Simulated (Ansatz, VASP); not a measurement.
**Two plane-wave programs on Si**

The input POSCAR:

```
Si
1.0
    2.6391948715      0.0000000000      0.0000000000
   -1.3195974358      2.2856098043      0.0000000000
    0.0000000000      0.0000000000      4.5531575356
Si
2
Direct
    0.3825907798      0.6666666667      0.2500000000
    0.6174092202      0.3333333333      0.7500000000
```

INCAR.step1

```
PREC = Accurate ; ENCUT = 520
ISMEAR = 0 ; SIGMA = 0.15
LREAL = False ; LASPH = True
NELM = 100 ; NBANDS = 11
GGA = PE ; ALGO = Normal
EDIFF = 1E-4 ; LWAVE = True
LCHARG = False
```

Contents of INCAR.step2:

```
PREC = Accurate ; ENCUT = 520
EDIFF = 1E-7 ; ISMEAR = 0
SIGMA = 0.15 ; LREAL = False
LASPH = True ; NELM = 100
ALGO = Normal ; ISIF = 2
LWAVE = False ; LCHARG = False
METAGGA = R2SCAN ; LMIXTAU = True
NBANDS = 11 ; ISTART = 1
```

Contents of KPOINTS:

```
Automatic mesh
0
Gamma
  24 24 14
```

Input for Ansatz:

```yaml
crystal:
  lattice:
    - [2.6391948715, 0.0, 0.0]
    - [-1.3195974358, 2.2856098043, 0.0]
    - [0.0, 0.0, 4.5531575356]
  atoms:
    - { symbol: Si, position: [0.3825907798, 0.6666666667, 0.25] }
    - { symbol: Si, position: [0.6174092202, 0.3333333333, 0.75] }
basis:
  ecutwfc: 500
kpoints:
  mp_grid: { grid: [24, 24, 14] }
hamiltonian:
  xc: r2scan
scf:
  occupations: { method: gaussian, width: 0.15 }
output:
  forces: true
  stress: true
  eigenvalues: true
```

Change from the starting cell: mode 1 (-103.9 1/cm) frozen in, largest displacement -0.130 Å.

Alike in both runs: task single point; functional r2SCAN; k mesh 24 × 24 × 14; occupations gaussian, width 0.15 eV; no spin polarisation.

|  | VASP | Ansatz |
| --- | --- | --- |
| version | VASP 6.6.1 | Ansatz 0.2.0 |
| potentials or method | VASP PAW PBE potentials, release 64 (Si), cutoff 520 eV | scalar-relativistic, plane waves, PAW |
| valence electrons in the cell | 8 | 8 |

|  | VASP | Ansatz | Ansatz less VASP |
| --- | --- | --- | --- |
| gap on the k mesh at the Fermi level (eV) | none | none | - |
| pressure (GPa) | 0.6 | 0.6 | -0.05 |
| traceless stress, the component that is largest in VASP (GPa) | 0.55 | 0.54 | -0.011 |
| rms of the force components (eV/Å) | 0.090 | 0.087 | -0.0025 |

VASP's potentials were made for PBE, not for r2SCAN. Atom by atom the forces differ by 0.003 eV/Å (rms over components). A gap of «none» marks a metal or a gap that the smearing closes. With one functional, cell and mesh, what is left measures potentials, basis and numerics.
